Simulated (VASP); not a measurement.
# AgCl (P6_3/mmc) in VASP: notebook

The runs below take AgCl through single point, relaxation of cell and atoms, with LDA, r2SCAN, PBEsol.

All numbers are computed with VASP 6.6.1; they aren't measurements. Logs are shortened: lines on timing, memory, paths and dates and some standing lists are left out, and cuts for length are marked.

## Step 1: The cell of the first run

Symmetry: P6_3/mmc, No. 194, hexagonal system. The conventional cell has a = 4.518 Å, b = 4.518 Å, c = 5.723 Å, α = 90.00°, β = 90.00°, γ = 120.00°. Within 3.4 Å of Ag (site symmetry -6m2) lie 5 Cl at 2.61 to 2.86 Å. Within 3.4 Å of Cl (site symmetry -6m2) lie 5 Ag at 2.61 to 2.86 Å.

## Step 2: Single point, LDA

INCAR

```
SYSTEM = AgCl
PREC = Accurate ; ENCUT = 520
EDIFF = 1E-7 ; ISMEAR = 0
SIGMA = 0.01 ; LREAL = .FALSE.
LASPH = .TRUE. ; NELM = 80
ALGO = Normal ; ISIF = 2
LWAVE = .FALSE. ; LCHARG = .FALSE.
GGA = CA ; NBANDS = 26
```

KPOINTS

```
regular mesh
0
G
  6 6 4
  0 0 0
```

POSCAR

```
AgCl
1.0
    4.5183990750      0.0000000000      0.0000000000
   -2.2591995375      3.9130483834      0.0000000000
    0.0000000000      0.0000000000      5.7230251153
Ag Cl
2 2
Direct
    0.3333333333      0.6666666667      0.2500000000
    0.6666666667      0.3333333333      0.7500000000
    0.6666666667      0.3333333333      0.2500000000
    0.3333333333      0.6666666667      0.7500000000
```

Potentials or basis: VASP PAW LDA potentials, release 64 (Ag, Cl).

Launch:

```
$ cat potpaw_LDA.64/Ag/POTCAR potpaw_LDA.64/Cl/POTCAR > POTCAR
$ mpirun -np 1 vasp_std > vasp.out
```

OUTCAR:

```text
SYSTEM = AgCl
   PREC = Accurate
   ENCUT = 520
   EDIFF = 1E-7
   ISMEAR = 0
   LREAL = .FALSE.
   LASPH = .TRUE.
   NELM = 80
   ISIF = 2
   GGA = CA

 ion  position               nearest neighbor table
   1  0.333  0.667  0.250-   3 2.61   3 2.61   3 2.61   4 2.86   4 2.86
   2  0.667  0.333  0.750-   4 2.61   4 2.61   4 2.61   3 2.86   3 2.86
   3  0.667  0.333  0.250-   1 2.61   1 2.61   1 2.61   2 2.86   2 2.86
   4  0.333  0.667  0.750-   2 2.61   2 2.61   2 2.61   1 2.86   1 2.86

  LATTYP: Found a hexagonal cell.
 ALAT       =     4.5183990750
 C/A-ratio  =     1.2666046138

  Lattice vectors:

 A1 = (   4.5183990750,   0.0000000000,   0.0000000000)
 A2 = (  -2.2591995375,   3.9130483834,   0.0000000000)
 A3 = (   0.0000000000,   0.0000000000,   5.7230251153)

Analysis of symmetry for initial positions (statically):
=====================================================================
 Subroutine PRICEL returns:
 Original cell was already a primitive cell.

 Routine SETGRP: Setting up the symmetry group for a
 hexagonal supercell.

 Subroutine GETGRP returns: Found 24 space group operations
 (whereof 12 operations were pure point group operations)
 out of a pool of 24 trial point group operations.

The static configuration has the point symmetry D_3d.
 The point group associated with its full space group is D_6h.

Analysis of symmetry for dynamics (positions and initial velocities):
=====================================================================
 Subroutine PRICEL returns:
 Original cell was already a primitive cell.

 Routine SETGRP: Setting up the symmetry group for a
 hexagonal supercell.

 Subroutine GETGRP returns: Found 24 space group operations
 (whereof 12 operations were pure point group operations)
 out of a pool of 24 trial point group operations.

The dynamic configuration has the point symmetry D_3d.
 The point group associated with its full space group is D_6h.

 Subroutine INISYM returns: Found 24 space group operations
 (whereof 12 operations are pure point group operations),
 and found     1 'primitive' translations

----------------------------------------------------------------------------------------

                                     Primitive cell

  volume of cell :     101.1872

  direct lattice vectors                    reciprocal lattice vectors
     4.518399075  0.000000000  0.000000000     0.221317326  0.127777618  0.000000000
    -2.259199537  3.913048383  0.000000000     0.000000000  0.255555235  0.000000000
     0.000000000  0.000000000  5.723025115     0.000000000  0.000000000  0.174732765

  length of vectors
     4.518399075  4.518399075  5.723025115     0.255555235  0.255555235  0.174732765

  position of ions in fractional coordinates (direct lattice)
     0.333333333  0.666666667  0.250000000
     0.666666667  0.333333333  0.750000000
     0.666666667  0.333333333  0.250000000
     0.333333333  0.666666667  0.750000000

  ion indices of the primitive-cell ions
   primitive index   ion index
                 1           1
                 2           2
                 3           3
                 4           4

----------------------------------------------------------------------------------------

 KPOINTS: regular mesh

Automatic generation of k-mesh.
 Grid dimensions read from file:
 generate k-points for:    6    6    4

 Generating k-lattice:

  Cartesian coordinates                     Fractional coordinates (reciprocal lattice)
     0.036886221  0.021296270  0.000000000     0.166666667  0.000000000  0.000000000
     0.000000000  0.042592539  0.000000000     0.000000000  0.166666667  0.000000000
     0.000000000  0.000000000  0.043683191     0.000000000  0.000000000  0.250000000

  Length of vectors
     0.042592539  0.042592539  0.043683191

  Shift w.r.t. Gamma in fractional coordinates (k-lattice)
     0.000000000  0.000000000  0.000000000

 Subroutine IBZKPT returns following result:
 ===========================================

 Found     21 irreducible k-points:

 Following reciprocal coordinates:
            Coordinates               Weight
  0.000000  0.000000  0.000000      1.000000
  0.166667 -0.000000  0.000000      6.000000
  0.333333 -0.000000  0.000000      6.000000
  0.500000 -0.000000  0.000000      3.000000
  0.166667  0.166667  0.000000      6.000000
  0.333333  0.166667  0.000000     12.000000
[... 13 lines left out ...]
  0.333333  0.166667  0.500000     12.000000
  0.333333  0.333333  0.500000      2.000000
   k-points           NKPTS =     21   k-points in BZ     NKDIM =     21   number of bands    NBANDS=     26
   number of dos      NEDOS =    301   number of ions     NIONS =      4
   total plane-waves  NPLWV =  62208
   dimension x,y,z NGX =    36 NGY =   36 NGZ =   48
   dimension x,y,z NGXF=    72 NGYF=   72 NGZF=   96
   ions per type =               2   2
   NGX,Y,Z   is equivalent  to a cutoff of  13.25, 13.25, 13.94 a.u.
   NGXF,Y,Z  is equivalent  to a cutoff of  26.49, 26.49, 27.89 a.u.
 SYSTEM =  AgCl
   PREC   = accura    normal or accurate (medium, high low for compatibility)
   ISTART =      0    job   : 0-new  1-cont  2-samecut
   ICHARG =      2    charge: 1-file 2-atom 10-const
   ISPIN  =      1    spin polarized calculation?
   LNONCOLLINEAR =      F non collinear calculations
   LSORBIT =      F    spin-orbit coupling
   LASPH  =      T    aspherical Exc in radial PAW
   ENCUT  =  520.0 eV  38.22 Ry    6.18 a.u.   8.40  8.40 10.64*2*pi/ulx,y,z
   NELM   =     80;   NELMIN=  2; NELMDL= -5     # of ELM steps
   EDIFF  = 0.1E-06   stopping-criterion for ELM
   LREAL  =      F    real-space projection
   EDIFFG = 0.1E-05   stopping-criterion for IOM
   NSW    =      0    number of steps for IOM
   IBRION =     -1    ionic relax: 0-MD 1-quasi-New 2-CG
   NFREE  =      0    steps in history (QN), initial steepest desc. (CG)
   ISIF   =      2    stress and relaxation
   ISYM   =      2    0-nonsym 1-usesym 2-fastsym
   POTIM  = 0.5000    time-step for ionic-motion
   TEBEG  =    0.0;   TEEND  =   0.0 temperature during run
   PSTRESS=    0.0 pullay stress
   NELECT =      36.0000    total number of electrons
   NUPDOWN=      -1.0000    fix difference up-down
   EMIN   =  10.00;   EMAX   =-10.00  energy-range for DOS
   EFERMI =   0.00;   METHOD = LEGACY
   ISMEAR =     0;   SIGMA  =   0.01  broadening in eV -4-tet -1-fermi 0-gaus
   EFERMI_NEDOS =   21; number of points for ismear=-14 and -15
   IALGO  =     38    algorithm
   IMIX   =      4    mixing-type and parameters
     AMIX     =   0.40;   BMIX     =  1.00
     AMIX_MAG =   1.60;   BMIX_MAG =  1.00
  volume/ion in A,a.u.               =      25.30       170.71
  Fermi-wavevector in a.u.,A,eV,Ry     =   1.160025  2.192129 18.308774  1.345657
  Thomas-Fermi vector in A             =   2.296611
   LORBIT       =      0    0 simple, 1 ext, 2 COOP (PROOUT), +10 PAW based schemes
   GGA     = CA    functional components
   LHFCALC =     F    Hartree Fock is set to
   AEXX    =    0.0000 exact exchange contribution
   IVDW    =     0    specifies the selected vdW correction
   LEPSILON=     F    determine dielectric tensor
   LRPA    =     F    only Hartree local field effects (RPA)
 non-spin polarized calculation
 Gauss-broadening in eV      SIGMA  =   0.01
  energy-cutoff  :      520.00
  volume of cell :      101.19
 maximum number of plane-waves:      2757
 NGX is ok and might be reduce to    36
   NGX = 17   NGY = 17   NGZ = 21

 number of electron      35.9999990 magnetization

 Free energy of the ion-electron system (eV)
  ---------------------------------------------------
  ext. energy  EPLUGINS =         0.00000000
  ---------------------------------------------------
  free energy    TOTEN  =       -13.29285673 eV

  energy without entropy =      -13.29285673  energy(sigma->0) =      -13.29285673

 E-fermi :   1.9389     XC(G=0):  -9.3746

 val. band max:        1.8518152592   @ k =   0.3333   0.3333   0.5000
 cond. band min:       2.9328713027   @ k =   0.0000   0.0000   0.0000
 fundamental gap:      1.0810560436
 Fermi energy:         1.9389435764

 k-point     1 :       0.0000    0.0000    0.0000
  band No.  band energies     occupation
      1     -12.8457      2.00000
      2     -12.4500      2.00000
      3      -2.3389      2.00000
      4      -2.3389      2.00000
      5      -2.1174      2.00000
      6      -2.1174      2.00000
[... 18 lines left out ...]
     25      10.1181      0.00000
     26      12.1038      0.00000

 k-point     2 :       0.1667   -0.0000    0.0000
  band No.  band energies     occupation
      1     -12.8006      2.00000
      2     -12.4502      2.00000
      3      -2.3583      2.00000
      4      -2.2668      2.00000
      5      -2.1569      2.00000
      6      -1.9831      2.00000
[... 18 lines left out ...]
     25      10.5681      0.00000
     26      11.6997      0.00000

 k-point     3 :       0.3333   -0.0000    0.0000
  band No.  band energies     occupation
      1     -12.6954      2.00000
      2     -12.4651      2.00000
      3      -2.4227      2.00000
      4      -2.1161      2.00000
      5      -2.0857      2.00000
      6      -1.8540      2.00000
[... 18 lines left out ...]
     25      10.9350      0.00000
     26      11.7226      0.00000

 k-point     4 :       0.5000   -0.0000    0.0000
  band No.  band energies     occupation
      1     -12.6230      2.00000
      2     -12.4919      2.00000
      3      -2.4542      2.00000
      4      -2.0327      2.00000
      5      -1.9718      2.00000
      6      -1.7086      2.00000
[... 18 lines left out ...]
     25      11.6473      0.00000
     26      11.7936      0.00000
[... 409 lines left out ...]
      1     -12.5710      2.00000
      2     -12.5710      2.00000
      3      -2.5884      2.00000
      4      -2.5884      2.00000
      5      -2.0273      2.00000
      6      -2.0273      2.00000
[... 18 lines left out ...]
     25      10.2087      0.00000
     26      10.2087      0.00000

 k-point    20 :       0.3333    0.1667    0.5000
  band No.  band energies     occupation
      1     -12.5338      2.00000
      2     -12.5338      2.00000
      3      -2.6620      2.00000
      4      -2.6620      2.00000
      5      -1.8849      2.00000
      6      -1.8849      2.00000
[... 18 lines left out ...]
     25      10.8549      0.00000
     26      10.8549      0.00000

 k-point    21 :       0.3333    0.3333    0.5000
  band No.  band energies     occupation
      1     -12.5215      2.00000
      2     -12.5215      2.00000
      3      -2.6506      2.00000
      4      -2.6506      2.00000
      5      -1.8521      2.00000
      6      -1.8521      2.00000
[... 18 lines left out ...]
     25      10.9712      0.00000
     26      10.9712      0.00000

------------------------ aborting loop because EDIFF is reached ----------------------------------------

  FORCE on cell =-STRESS in cart. coord.  units (eV):
  Direction    XX          YY          ZZ          XY          YZ          ZX
  --------------------------------------------------------------------------------------
  -------------------------------------------------------------------------------------
  Total       -2.9307442     -2.9307442     -2.5543222      0.0000000     -0.0000000      0.0000000
  in kB      -46.4048150    -46.4048150    -40.4446238      0.0000000     -0.0000000      0.0000000
  external PRESSURE =     -44.4180846 kB  Pullay stress =       0.0000000 kB

 VOLUME and BASIS-vectors are now :
 -----------------------------------------------------------------------------
  energy-cutoff  :      520.00
  volume of cell :      101.19
      direct lattice vectors                 reciprocal lattice vectors
     4.518399075  0.000000000  0.000000000     0.221317326  0.127777618  0.000000000
    -2.259199537  3.913048383  0.000000000     0.000000000  0.255555235  0.000000000
     0.000000000  0.000000000  5.723025115     0.000000000  0.000000000  0.174732765

 POSITION                                       TOTAL-FORCE (eV/Angst)
 -----------------------------------------------------------------------------------
     -0.00000      2.60870      1.43076         0.000000     -0.000000      0.000000
      2.25920      1.30435      4.29227         0.000000      0.000000      0.000000
      2.25920      1.30435      1.43076         0.000000      0.000000      0.000000
     -0.00000      2.60870      4.29227        -0.000000     -0.000000      0.000000
 -----------------------------------------------------------------------------------
    total drift:                               -0.000000      0.000000     -0.000000

  FREE ENERGIE OF THE ION-ELECTRON SYSTEM (eV)
  ---------------------------------------------------
  free  energy   TOTEN  =       -13.2928567287 eV

  energy  without entropy=      -13.2928567287  energy(sigma->0) =      -13.29285673
```

It took 89 s on 1 thread of Oxide Virtual Turin-like, shared host; peak memory 0.18 GiB.

What came out:

```yaml
Free_energy: -13.2929 eV
Pressure: -4.4 GPa
Band_gap_on_the_k_mesh: 1.08 eV, indirect (least direct gap 1.11 eV)
```

## Step 3: Single point, r2SCAN

POSCAR is that of step 2.

INCAR.step1

```
SYSTEM = AgCl
PREC = Accurate
ENCUT = 520
ISMEAR = 0
SIGMA = 0.01
LREAL = .FALSE.
LASPH = .TRUE.
NELM = 100
NBANDS = 26
GGA = PE
ALGO = Normal
EDIFF = 1E-4
LWAVE = .TRUE.
LCHARG = .FALSE.
```

INCAR.step2

```
SYSTEM = AgCl
PREC = Accurate
ENCUT = 520
EDIFF = 1E-6
ISMEAR = 0
SIGMA = 0.01
LREAL = .FALSE.
LASPH = .TRUE.
NELM = 100
ALGO = Normal
ISIF = 2
LWAVE = .FALSE.
LCHARG = .FALSE.
METAGGA = R2SCAN
LMIXTAU = .TRUE.
NBANDS = 26
ISTART = 1
```

KPOINTS

```
Automatic mesh
0
G
  6 6 4
  0 0 0
```

Potentials or basis: VASP PAW PBE potentials, release 64 (Ag, Cl).

Launch:

```
$ cat potpaw_PBE.64/Ag/POTCAR potpaw_PBE.64/Cl/POTCAR > POTCAR
$ cp INCAR.step1 INCAR
$ mpirun -np 1 vasp_std > vasp.out
$ cp INCAR.step2 INCAR
$ mpirun -np 1 vasp_std > vasp.out
```

It took 7.3 min on 1 thread of Oxide Virtual Turin-like, shared host; peak memory 0.23 GiB.

It converged, with:

```
Free energy            : -57.1395 eV
Pressure               : -0.1 GPa
Band gap on the k mesh : 1.77 eV, indirect (least direct gap 1.78 eV)
```

Levels at points of the mesh, in eV from the valence-band top:
```
           k point  band 15  band 16  band 17  band 18  band 19  band 20  band 21  band 22
(0.00, 0.00, 0.00)    -0.30    -0.30    -0.01    -0.01     1.77     3.55     7.95     7.95
(0.50, 0.00, 0.00)    -1.41    -1.39    -1.38    -1.02     4.54     4.87     6.41     7.78
(0.00, 0.00, 0.50)    -0.11    -0.11    -0.11    -0.11     3.84     3.84     7.85     7.85
(0.50, 0.00, 0.50)    -1.12    -1.12    -0.13    -0.13     5.25     5.25     6.77     6.77
```

Caveat: the PAW data sets were made with another functional, which shifts forces and pressure a little. r2SCAN opens gaps a little over a GGA but as a rule still falls short of measured ones.

## Step 4: Relaxation of cell and atoms, PBEsol

This run uses another cell than the first one, of 26.37 Å³/atom, 1.043 times its volume.

INCAR

```
SYSTEM = AgCl
ALGO = Normal ; EDIFF = 1E-7
EDIFFG = -0.005 ; ENCUT = 600
GGA = PS ; IBRION = 2
ISIF = 3 ; ISMEAR = -1
LASPH = .True. ; LCHARG = .False.
LREAL = .False. ; LWAVE = .False.
NELM = 80 ; NSW = 80
PREC = Accurate ; SIGMA = 0.02
```

KPOINTS

```
k-points
0
Gamma
  6 6 4
  0 0 0
```

POSCAR

```
AgCl
1.0
    4.5153197776      0.0000000000      0.0000000000
   -2.2576598888      3.9103816336      0.0000000000
    0.0000000000      0.0000000000      5.9750929528
Ag Cl
2 2
Direct
    0.3333333333      0.6666666667      0.2500000000
    0.6666666667      0.3333333333      0.7500000000
    0.6666666667      0.3333333333      0.2500000000
    0.3333333333      0.6666666667      0.7500000000
```

Launch:

```
$ cat potpaw_PBE.64/Ag/POTCAR potpaw_PBE.64/Cl/POTCAR > POTCAR
$ mpirun -np 1 vasp_std > vasp.out
```

Run time: 9.7 min. Hardware: 1 thread of Oxide Virtual Turin-like, shared host; peak memory 0.24 GiB.

The run converged. Its results:

```
Free energy                            : -12.0636 eV
Relaxed volume                         : 24.03 Å³/atom
Relaxed cell                           : a = 4.424 Å, b = 4.424 Å, c = 5.672 Å, α = 90.00°, β = 90.00°, γ = 120.00°
Space group after relaxing (to 0.05 Å) : P6_3/mmc (No. 194)
Energy gained by relaxing              : 24.2 meV/atom
Ionic steps                            : 10
Pressure after relaxing                : 0.0 GPa
Band gap on the k mesh                 : 1.19 eV, direct
```

The path:
| step | energy change (eV) | largest force (eV/Å) | pressure (GPa) | volume (Å³) |
| --- | --- | --- | --- | --- |
| 1 | 0.0000 | 0.0000 | -3.05 | 105.50 |
| 2 | -0.0886 | 0.0000 | -0.55 | 98.03 |
| 3 | -0.0906 | 0.0000 | -0.05 | 96.87 |
| 4 | -0.0906 | 0.0000 | 0.04 | 96.71 |
| 5 | -0.0925 | 0.0000 | 0.04 | 96.54 |
| 6 | -0.0961 | 0.0000 | 0.11 | 96.03 |
| 7 | -0.0925 | 0.0000 | 0.48 | 94.93 |
| 8 | -0.0966 | 0.0000 | 0.18 | 95.75 |
| 9 | -0.0967 | 0.0000 | -0.16 | 96.46 |
| 10 | -0.0969 | 0.0000 | -0.01 | 96.13 |

Final structure:
```
CELL_PARAMETERS angstrom
4.42381 0.00000 0.00000
-2.21190 3.83113 0.00000
0.00000 0.00000 5.67211
ATOMIC_POSITIONS crystal
Ag 0.33333 0.66667 0.25000
Ag 0.66667 0.33333 0.75000
Cl 0.66667 0.33333 0.25000
Cl 0.33333 0.66667 0.75000
```

Levels at points of the mesh, in eV from the valence-band top:
| k point | band 16 | band 17 | band 18 | band 19 | band 20 | band 21 |
| --- | --- | --- | --- | --- | --- | --- |
| (0.00, 0.00, 0.00) | -0.32 | 0.00 | 0.00 | 1.19 | 2.88 | 7.28 |
| (0.50, 0.00, 0.00) | -1.50 | -1.49 | -1.13 | 4.03 | 4.27 | 6.12 |
| (0.00, 0.00, 0.50) | -0.12 | -0.12 | -0.12 | 3.35 | 3.35 | 7.17 |
| (0.50, 0.00, 0.50) | -1.25 | -0.19 | -0.19 | 4.66 | 4.66 | 6.22 |

Caveat: the PAW data sets were made with another functional, which shifts forces and pressure a little.

[end of part 1 of 2]
